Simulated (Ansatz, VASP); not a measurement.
# TiPt3: VASP beside Ansatz

```
Ti Pt
1.0
     3.94828    0.00000    0.00000
     0.00000    3.94828    0.00000
     0.00000    0.00000    3.94828
Ti Pt
1 3
Direct
  0.00000 0.00000 0.00000
  0.00000 0.50000 0.50000
  0.50000 0.00000 0.50000
  0.50000 0.50000 0.00000
```

Change from the starting cell: volume scaled by 1.04, crystal datasets.

Alike in both runs: task electric field gradients; functional PBEsol; k mesh 9 × 9 × 9; occupations fermi-dirac, width 0.05 eV; no spin polarisation.

|  | VASP | Ansatz |
| --- | --- | --- |
| version | VASP 6.6.1 | Ansatz 0.2.0 |
| potentials or method | VASP PAW PBE potentials, release 64 (Ti_sv, Pt), cutoff 520 eV | all-electron PAW with datasets made for the crystal, scalar-relativistic |

```csv
,VASP,Ansatz,Ansatz less VASP
pressure (GPa),-9.3,-9.0,+0.25
size of Vzz on the site where it differs most (V/Å²),63.9,73.8,+9.91
```

VASP's potentials were made for PBE, not for PBEsol. Ansatz ran all-electron here, and VASP with PAW potentials.

Neither program's run includes spin-orbit coupling.
